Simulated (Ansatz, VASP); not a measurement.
**Two plane-wave programs on Cu**

```
Cu
1.0
     2.53410    0.00000    0.00000
    -1.26705    2.19459    0.00000
     0.00000    0.00000    4.11257
Cu
2
Direct
  0.33333 0.66667 0.25000
  0.66667 0.33333 0.75000
```

Alike in both runs: task relaxation of cell and atoms; functional PBEsol; k mesh 8 × 8 × 4; occupations fermi-dirac, width 0.2 eV; no spin polarisation.

|  | VASP | Ansatz |
| --- | --- | --- |
| version | VASP 6.6.1 | Ansatz 0.2.0 |
| potentials or method | VASP PAW PBE potentials, release 64 (Cu), cutoff 600 eV | plane waves, PAW |
| valence electrons in the cell | 22 | 38 |

```tsv
	VASP	Ansatz	Ansatz less VASP
gap on the k mesh at the Fermi level, each at its own relaxed structure (eV)	none	none	-
relaxed volume (Å³/atom)	11.41	11.35	-0.057
relaxed cell length with the largest relative difference (Å)	2.532	2.527	-0.0050
```

VASP's potentials were made for PBE, not for PBEsol. A gap of «none» marks a metal or a gap that the smearing closes. VASP's potentials hold 22 valence electrons a cell and Ansatz's 38, so a difference there can come from the potentials and not from the codes. Ansatz's warnings: structure snapped to symmetry.

The k mesh is coarse, so the values compare programs but aren't converged.
